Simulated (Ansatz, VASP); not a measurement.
## Si: VASP beside Ansatz

```
Si
1.0
     0.00000    2.73484    2.73484
     2.73484    0.00000    2.73484
     2.73484    2.73484    0.00000
Si
2
Cartesian
  4.1023 4.1023 4.1023
  2.7348 2.7348 2.7348
```

Alike in both runs: functional PBE; k mesh 10 × 10 × 10; no spin polarisation.

Ansatz relaxed the structure, and its values are those at the end. VASP's run is a single point on that final structure, the one shown.

```csv
,VASP,Ansatz
version,VASP 6.6.1,Ansatz 0.2.0
potentials or method,"VASP PAW PBE potentials, release 64 (Si)","scalar-relativistic, plane waves, PAW"
plane-wave cutoff (eV),520,420
occupations,"gaussian, width 0.01 eV",fixed
valence electrons in the cell,8,8
```

Ansatz gave:

```
gap on the k mesh at the Fermi level (eV) : 0.62
least direct gap on the mesh (eV)         : 2.55
pressure (GPa)                            : 0.0
```

Q: Estimate VASP's values.

A: gap on the k mesh at the Fermi level (eV): 0.62; least direct gap on the mesh (eV): 2.56; pressure (GPa): 0.0.
